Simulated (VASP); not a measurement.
# C (P1) in VASP: single point with PBEsol

Aim: the single point of C with PBEsol.

Everything below comes from runs of VASP 6.6.1. Logs are shortened: lines on timing, memory, paths and dates and some standing lists are left out, and cuts for length are marked.

## (1) The cell of the first run

The typed cell holds 64 atoms: a = 7.385 Å, b = 7.385 Å, c = 7.108 Å, α = 90.00°, β = 90.00°, γ = 90.00°.

## (2) Single point, PBEsol

Input file INCAR:

```
SYSTEM = C
PREC = Accurate
ENCUT = 600
EDIFF = 1E-6
ISMEAR = -1
SIGMA = 0.05
LREAL = Auto
LASPH = .True.
NELM = 120
ALGO = Normal
ISIF = 2
LWAVE = .False.
LCHARG = .False.
GGA = PS
ISYM = 0
NBANDS = 166
GGA_COMPAT = .False.
```

Input file KPOINTS:

```
Automatic mesh
0
Gamma
  1 1 1
  0.25 0.25 0.25
```

Input file POSCAR:

```
C
1.0
    7.3848030000      0.0000000000      0.0000000000
    0.0000000000      7.3848030000      0.0000000000
    0.0000000000      0.0000000000      7.1076060000
C
64
Direct
    0.9950620000      0.0013750000      0.9965760000
    0.9987860000      0.9988480000      0.4949540000
    0.0053320000      0.5025390000      0.0062150000
    0.0065900000      0.5006420000      0.4910030000
    0.5108030000      0.0007540000      0.0068890000
    0.5020390000      0.0004890000      0.4845630000
    0.5069250000      0.5006620000      0.9989560000
    0.5049860000      0.5067690000      0.4920880000
    0.1249440000      0.1271380000      0.1173170000
    0.1265480000      0.1174130000      0.6279380000
    0.1264510000      0.6200840000      0.1272640000
    0.1317700000      0.6210110000      0.6214080000
    0.6267770000      0.1271660000      0.1221970000
    0.6189710000      0.1346790000      0.6248880000
    0.6195320000      0.6206840000      0.1252850000
    0.6179410000      0.6256770000      0.6274860000
    0.2628700000      0.2551670000      0.9976830000
    0.2538370000      0.2624760000      0.5001330000
    0.2484380000      0.7421620000      0.9919280000
    0.2426960000      0.7522660000      0.5026980000
    0.7479840000      0.2494530000      0.9907190000
    0.7578870000      0.2508760000      0.5081190000
    0.7564610000      0.7485460000      0.0030250000
    0.7481570000      0.7508340000      0.4941660000
    0.3754110000      0.3710840000      0.1272970000
    0.3774880000      0.3686540000      0.6316570000
    0.3745730000      0.8738620000      0.1318120000
    0.3861730000      0.8767300000      0.6282090000
    0.8688260000      0.3710470000      0.1235400000
    0.8728310000      0.3817800000      0.6240700000
    0.8704740000      0.8731710000      0.1200000000
    0.8720820000      0.8738540000      0.6265810000
    0.2545110000      0.0023980000      0.2567640000
    0.2519030000      0.0021210000      0.7522030000
    0.2542880000      0.5031910000      0.2470150000
    0.2589450000      0.5077780000      0.7448140000
    0.7559230000      0.9963640000      0.2572800000
    0.7523820000      0.9998000000      0.7580320000
    0.7347390000      0.5012350000      0.2475920000
    0.7480520000      0.4982410000      0.7470630000
    0.3797940000      0.1175010000      0.3743230000
    0.3809160000      0.1136760000      0.8740710000
    0.3729130000      0.6240420000      0.3812220000
    0.3785130000      0.6199390000      0.8764720000
    0.8679270000      0.1304270000      0.3632890000
    0.8759590000      0.1200510000      0.8744750000
    0.8835230000      0.6232400000      0.3872100000
    0.8612650000      0.6266400000      0.8674960000
    0.9978660000      0.2473340000      0.2489100000
    0.9946830000      0.2503390000      0.7467830000
    0.0098810000      0.7406970000      0.2468810000
    0.9922260000      0.7497290000      0.7538890000
    0.5049470000      0.2549000000      0.2520230000
    0.5077960000      0.2495870000      0.7491140000
    0.5046690000      0.7482890000      0.2415170000
    0.4970140000      0.7438140000      0.7518990000
    0.1282320000      0.3751360000      0.3782350000
    0.1187160000      0.3742040000      0.8792910000
    0.1205710000      0.8806130000      0.3679090000
    0.1165260000      0.8839780000      0.8699870000
    0.6285610000      0.3646660000      0.3755570000
    0.6303530000      0.3644250000      0.8764680000
    0.6206570000      0.8758340000      0.3636240000
    0.6327530000      0.8795340000      0.8740230000
```

Potentials or basis: VASP PAW PBE potentials, release 64 (C).

Command:

```sh
> cat potpaw_PBE.64/C/POTCAR > POTCAR
> mpirun -np 1 vasp_std > vasp.out
```

OUTCAR:

```text
SYSTEM = C
   PREC = Accurate
   ENCUT = 600
   EDIFF = 1E-6
   ISMEAR = -1
   LREAL = Auto
   LASPH = .True.
   NELM = 120
   ISIF = 2
   GGA = PS
   ISYM = 0

 ion  position               nearest neighbor table
   1  0.995  0.001  0.997-  46 1.51  60 1.54  31 1.59   9 1.59
   2  0.999  0.999  0.495-  59 1.54  10 1.60  32 1.61  45 1.66
   3  0.005  0.503  0.006-  11 1.51  58 1.55  29 1.63  48 1.72
   4  0.007  0.501  0.491-  47 1.48  57 1.52  12 1.58  30 1.63
   5  0.511  0.001  0.007-  13 1.51  64 1.58  42 1.58  27 1.64
   6  0.502  0.000  0.485-  41 1.47  63 1.53  28 1.62  14 1.65
[... 56 lines left out ...]
  63  0.621  0.876  0.364-   6 1.53  37 1.54  55 1.54  24 1.61
  64  0.633  0.880  0.874-  38 1.50   5 1.58  23 1.62  56 1.66

IMPORTANT INFORMATION: All symmetrisations will be switched off!
NOSYMM: (Re-)initialisation of all symmetry stuff for point group C_1.

----------------------------------------------------------------------------------------

                                     Primitive cell

  volume of cell :     387.6155

  direct lattice vectors                    reciprocal lattice vectors
     7.384803000  0.000000000  0.000000000     0.135413226  0.000000000  0.000000000
     0.000000000  7.384803000  0.000000000     0.000000000  0.135413226  0.000000000
     0.000000000  0.000000000  7.107606000     0.000000000  0.000000000  0.140694349

  length of vectors
     7.384803000  7.384803000  7.107606000     0.135413226  0.135413226  0.140694349

  position of ions in fractional coordinates (direct lattice)
     0.995062000  0.001375000  0.996576000
     0.998786000  0.998848000  0.494954000
     0.005332000  0.502539000  0.006215000
     0.006590000  0.500642000  0.491003000
     0.510803000  0.000754000  0.006889000
     0.502039000  0.000489000  0.484563000
[... 56 lines left out ...]
     0.620657000  0.875834000  0.363624000
     0.632753000  0.879534000  0.874023000

  ion indices of the primitive-cell ions
   primitive index   ion index
                 1           1
                 2           2
                 3           3
                 4           4
                 5           5
                 6           6
[... 56 lines left out ...]
                63          63
                64          64

----------------------------------------------------------------------------------------

 KPOINTS: Automatic mesh

Automatic generation of k-mesh.
 Grid dimensions read from file:
 generate k-points for:    1    1    1

 Generating k-lattice:

  Cartesian coordinates                     Fractional coordinates (reciprocal lattice)
     0.135413226  0.000000000  0.000000000     1.000000000  0.000000000  0.000000000
     0.000000000  0.135413226  0.000000000     0.000000000  1.000000000  0.000000000
     0.000000000  0.000000000  0.140694349     0.000000000  0.000000000  1.000000000

  Length of vectors
     0.135413226  0.135413226  0.140694349

  Shift w.r.t. Gamma in fractional coordinates (k-lattice)
     0.250000000  0.250000000  0.250000000

 Subroutine IBZKPT returns following result:
 ===========================================

 Found      4 irreducible k-points:

 Following reciprocal coordinates:
            Coordinates               Weight
  0.250000  0.250000  0.250000      2.000000
 -0.250000  0.250000  0.250000      2.000000
 -0.250000 -0.250000  0.250000      2.000000
  0.250000 -0.250000  0.250000      2.000000
   k-points           NKPTS =      4   k-points in BZ     NKDIM =      4   number of bands    NBANDS=    166
   number of dos      NEDOS =    301   number of ions     NIONS =     64
   total plane-waves  NPLWV = 216000
   dimension x,y,z NGX =    60 NGY =   60 NGZ =   60
   dimension x,y,z NGXF=   120 NGYF=  120 NGZF=  120
   ions per type =              64
   NGX,Y,Z   is equivalent  to a cutoff of  13.51, 13.51, 14.03 a.u.
   NGXF,Y,Z  is equivalent  to a cutoff of  27.01, 27.01, 28.07 a.u.
 SYSTEM =  C
   PREC   = accura    normal or accurate (medium, high low for compatibility)
   ISTART =      0    job   : 0-new  1-cont  2-samecut
   ICHARG =      2    charge: 1-file 2-atom 10-const
   ISPIN  =      1    spin polarized calculation?
   LNONCOLLINEAR =      F non collinear calculations
   LSORBIT =      F    spin-orbit coupling
   LASPH  =      T    aspherical Exc in radial PAW
   ENCUT  =  600.0 eV  44.10 Ry    6.64 a.u.  14.75 14.75 14.20*2*pi/ulx,y,z
   NELM   =    120;   NELMIN=  2; NELMDL= -5     # of ELM steps
   EDIFF  = 0.1E-05   stopping-criterion for ELM
   LREAL  =      T    real-space projection
   EDIFFG = 0.1E-04   stopping-criterion for IOM
   NSW    =      0    number of steps for IOM
   IBRION =     -1    ionic relax: 0-MD 1-quasi-New 2-CG
   NFREE  =      0    steps in history (QN), initial steepest desc. (CG)
   ISIF   =      2    stress and relaxation
   ISYM   =      0    0-nonsym 1-usesym 2-fastsym
   POTIM  = 0.5000    time-step for ionic-motion
   TEBEG  =    0.0;   TEEND  =   0.0 temperature during run
   PSTRESS=    0.0 pullay stress
   NELECT =     256.0000    total number of electrons
   NUPDOWN=      -1.0000    fix difference up-down
   EMIN   =  10.00;   EMAX   =-10.00  energy-range for DOS
   EFERMI =   0.00;   METHOD = LEGACY
   ISMEAR =    -1;   SIGMA  =   0.05  broadening in eV -4-tet -1-fermi 0-gaus
   EFERMI_NEDOS =   21; number of points for ismear=-14 and -15
   IALGO  =     38    algorithm
   IMIX   =      4    mixing-type and parameters
     AMIX     =   0.40;   BMIX     =  1.00
     AMIX_MAG =   1.60;   BMIX_MAG =  1.00
  volume/ion in A,a.u.               =       6.06        40.87
  Fermi-wavevector in a.u.,A,eV,Ry     =   1.425677  2.694139 27.654582  2.032554
  Thomas-Fermi vector in A             =   2.546035
   LORBIT       =      0    0 simple, 1 ext, 2 COOP (PROOUT), +10 PAW based schemes
   GGA     = PS    functional components
   LHFCALC =     F    Hartree Fock is set to
   AEXX    =    0.0000 exact exchange contribution
   IVDW    =     0    specifies the selected vdW correction
   LEPSILON=     F    determine dielectric tensor
   LRPA    =     F    only Hartree local field effects (RPA)
 non-spin polarized calculation
  energy-cutoff  :      600.00
  volume of cell :      387.62
 maximum number of plane-waves:     12910
 NGX is ok and might be reduce to    60
   NGX = 29   NGY = 29   NGZ = 29

 number of electron     256.0000000 magnetization

 Free energy of the ion-electron system (eV)
  ---------------------------------------------------
  ext. energy  EPLUGINS =         0.00000000
  ---------------------------------------------------
  free energy    TOTEN  =      -606.13283698 eV

  energy without entropy =     -606.13283698  energy(sigma->0) =     -606.13283698

 E-fermi :  10.0141     XC(G=0): -13.1135

 val. band max:        8.8170163167   @ k =   0.2500   0.2500   0.2500
 cond. band min:      12.5941813750   @ k =  -0.2500  -0.2500   0.2500
 fundamental gap:      3.7771650583
 Fermi energy:        10.0141402437

 k-point     1 :       0.2500    0.2500    0.2500
  band No.  band energies     occupation
      1     -11.5459      2.00000
      2     -10.5121      2.00000
      3     -10.4667      2.00000
      4     -10.3755      2.00000
      5      -9.4462      2.00000
      6      -9.3687      2.00000
[... 132 lines left out ...]
    139      14.5048      0.00000
    140      14.5796      0.00000

 k-point     2 :      -0.2500    0.2500    0.2500
  band No.  band energies     occupation
      1     -11.5432      2.00000
      2     -10.5751      2.00000
      3     -10.4564      2.00000
      4     -10.3173      2.00000
      5      -9.4899      2.00000
      6      -9.3601      2.00000
[... 132 lines left out ...]
    139      14.5220      0.00000
    140      14.6394      0.00000

 k-point     3 :      -0.2500   -0.2500    0.2500
  band No.  band energies     occupation
      1     -11.5442      2.00000
      2     -10.5510      2.00000
      3     -10.4535      2.00000
      4     -10.3508      2.00000
      5      -9.4749      2.00000
      6      -9.3283      2.00000
[... 132 lines left out ...]
    139      14.5013      0.00000
    140      14.6992      0.00000

 k-point     4 :       0.2500   -0.2500    0.2500
  band No.  band energies     occupation
      1     -11.5452      2.00000
      2     -10.5804      2.00000
      3     -10.3853      2.00000
      4     -10.3711      2.00000
      5      -9.4944      2.00000
      6      -9.3713      2.00000
[... 132 lines left out ...]
    139      14.5026      0.00000
    140      14.5988      0.00000
 [bands above 140 left out]

------------------------ aborting loop because EDIFF is reached ----------------------------------------

  FORCE on cell =-STRESS in cart. coord.  units (eV):
  Direction    XX          YY          ZZ          XY          YZ          ZX
  --------------------------------------------------------------------------------------
  -------------------------------------------------------------------------------------
  Total      -87.7318304    -87.7262564    -13.8636319      0.2942150     -0.4221132      1.4123892
  in kB     -362.6323952   -362.6093557    -57.3041967      1.2161139     -1.7447706      5.8379960
  external PRESSURE =    -260.8486492 kB  Pullay stress =       0.0000000 kB

 VOLUME and BASIS-vectors are now :
 -----------------------------------------------------------------------------
  energy-cutoff  :      600.00
  volume of cell :      387.62
      direct lattice vectors                 reciprocal lattice vectors
     7.384803000  0.000000000  0.000000000     0.135413226  0.000000000  0.000000000
     0.000000000  7.384803000  0.000000000     0.000000000  0.135413226  0.000000000
     0.000000000  0.000000000  7.107606000     0.000000000  0.000000000  0.140694349

 POSITION                                       TOTAL-FORCE (eV/Angst)
 -----------------------------------------------------------------------------------
      7.34834      0.01015      7.08327         1.369900     -0.051183      0.710174
      7.37584      7.37630      3.51794        -0.203123      0.302267      0.742494
      0.03938      3.71115      0.04417        -2.638248     -1.876462     -1.577364
      0.04867      3.69714      3.48986        -0.645695     -0.646575      3.459591
      3.77218      0.00557      0.04896        -2.395950     -0.948565     -1.597952
      3.70746      0.00361      3.44408         0.293146     -0.401127      4.226548
[... 56 lines left out ...]
      4.58343      6.46786      2.58450         2.291185     -0.786758      1.625216
      4.67276      6.49519      6.21221        -1.518125     -1.948330      1.863404
 -----------------------------------------------------------------------------------
    total drift:                                0.007151     -0.001243      0.003959

  FREE ENERGIE OF THE ION-ELECTRON SYSTEM (eV)
  ---------------------------------------------------
  free  energy   TOTEN  =      -606.1328369835 eV

  energy  without entropy=     -606.1328369835  energy(sigma->0) =     -606.13283698
```

Wall time 6.4 min (1 thread of Intel Xeon Platinum 8375C at 2.90GHz (Ice Lake), shared host); peak memory 0.59 GiB.

Results:

```
Free energy            : -606.1328 eV
Pressure               : -26.1 GPa
Largest force          : 5.323 eV/Å
Band gap on the k mesh : 3.78 eV
```

Forces in eV/Å, atoms in the order of the input:
```
C    1.370 -0.051  0.710
C   -0.203  0.302  0.742
C   -2.638 -1.876 -1.577
C   -0.646 -0.647  3.460
C   -2.396 -0.949 -1.598
C    0.293 -0.401  4.227
C   -1.548 -1.714  0.037
C   -1.138 -2.533  2.605
C    0.701 -0.145  1.810
C   -0.444  2.928 -1.617
C    0.807  0.740 -1.305
C   -1.492  1.590  0.898
C    0.475 -0.020  0.815
C    3.390 -2.871 -1.007
C    1.499  1.307 -0.616
C    1.612 -0.502 -1.686
C   -3.122 -2.162 -0.145
C   -0.051 -4.201  0.971
C    0.005  2.263  2.255
C    2.334  0.351 -0.706
C    1.801 -1.365  2.776
C   -2.373  0.274 -2.747
C   -2.754 -0.003 -1.409
C    0.309  0.070  2.285
C    1.512  1.896 -0.202
C    0.265  2.756 -1.528
C    0.665 -0.374 -2.206
C   -3.165 -0.670 -1.159
C    0.982  1.766 -0.121
C    1.654 -1.546 -0.247
C    2.518 -0.385  1.747
C   -0.159  0.538 -1.271
C   -1.475 -0.751 -2.532
C    0.272 -0.994 -0.643
C   -0.423 -1.491  1.137
C   -1.594 -2.960  1.189
C   -1.981  0.835 -3.672
C   -0.663  0.082 -2.817
C    4.220 -2.151  1.171
C   -0.553  0.467  0.253
C   -1.133  3.484 -0.474
C    0.161  3.142  1.045
C    0.627  0.800 -2.253
C   -0.426  1.145 -0.747
C    2.679 -1.629  4.302
C   -0.921  1.941 -0.534
C   -2.278  0.999 -4.322
C    3.744 -0.265  2.444
C    0.225  0.934 -0.935
C    1.437 -0.347  1.259
C   -2.354  2.629  0.841
C    0.870  0.137 -2.026
C   -0.864 -2.737 -0.720
C   -2.486 -0.635  0.471
C   -2.418  0.506  1.853
C    1.711  2.288 -0.105
C   -0.353  0.125 -1.936
C    2.326  0.773 -1.203
C    1.265 -1.637  1.654
C    1.530 -3.237  0.850
C   -0.731  3.817  0.317
C   -1.248  3.096 -1.544
C    2.291 -0.787  1.625
C   -1.518 -1.948  1.863
```

Caveat: the k points lie up to 0.88 Å⁻¹ apart; the PAW data sets were made with another functional, which shifts forces and pressure a little. A k mesh can miss the band edges.
